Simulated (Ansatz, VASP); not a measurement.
This is a calculation of Al for VASP 6.6.1.

Contents of POSCAR:

```
Al
1.0
    0.0000000000      2.0645171409      2.0645171409
    2.0645171409      0.0000000000      2.0645171409
    2.0645171409      2.0645171409      0.0000000000
Al
1
Direct
    0.0000000000      0.0000000000      0.0000000000
```

Contents of INCAR.step1:

```
PREC = Accurate
ENCUT = 520
ISMEAR = -1
SIGMA = 0.05
LREAL = F
LASPH = T
NELM = 80
NBANDS = 8
GGA = PE
ALGO = Normal
EDIFF = 1E-4
LWAVE = T
LCHARG = F
```

INCAR.step2

```
PREC = Accurate
ENCUT = 520
EDIFF = 1E-6
ISMEAR = -1
SIGMA = 0.05
LREAL = F
LASPH = T
NELM = 80
ALGO = Normal
ISIF = 2
LWAVE = F
LCHARG = F
METAGGA = R2SCAN
LMIXTAU = T
IVDW = 12
VDW_S6 = 1.0
VDW_S8 = 0.78981345
VDW_A1 = 0.49484001
VDW_A2 = 5.73083694
NBANDS = 8
ISTART = 1
```

KPOINTS

```
Automatic mesh
0
Gamma
  11 11 11
```

Potentials or basis: VASP PAW PBE potentials, release 64 (Al).

The run is started by

```bash
$ cat potpaw_PBE.64/Al/POTCAR > POTCAR
$ cp INCAR.step1 INCAR
$ mpirun -np 1 vasp_std > vasp.out
$ cp INCAR.step2 INCAR
$ mpirun -np 1 vasp_std > vasp.out
```

**Question.** Translate it to Ansatz 0.2.0. Potentials there: Ansatz PAW.

**Answer.** As run (the cutoff follows the program's own potentials):

The input input.yaml:

```yaml
crystal:
  lattice:
    - [0.0, 2.0645171409, 2.0645171409]
    - [2.0645171409, 0.0, 2.0645171409]
    - [2.0645171409, 2.0645171409, 0.0]
  atoms:
    - { symbol: Al, position: [0.0, 0.0, 0.0] }
hamiltonian:
  xc: r2scan
  pseudopotentials: { kind: paw }
  dispersion: d3bj
kpoints:
  mp_grid: { grid: [11, 11, 11] }
scf:
  occupations: { method: fermi_dirac, width: 0.05 }
output:
  forces: true
  stress: true
  eigenvalues: true
```

Potentials or basis: Ansatz PAW.

Command:

```console
$ ansatz run input.yaml --threads 2 --pin off --max-ram 5120MiB --backend cpu --events-out ev --progress --plain --runs-dir out
```

Both were run:

|  | VASP | Ansatz | Ansatz less VASP |
| --- | --- | --- | --- |
| gap on the k mesh at the Fermi level (eV) | none | none | - |
| pressure (GPa) | -8.9 | -8.6 | +0.25 |

VASP's potentials were made for PBE, not for r2SCAN. A gap of «none» marks a metal or a gap that the smearing closes.
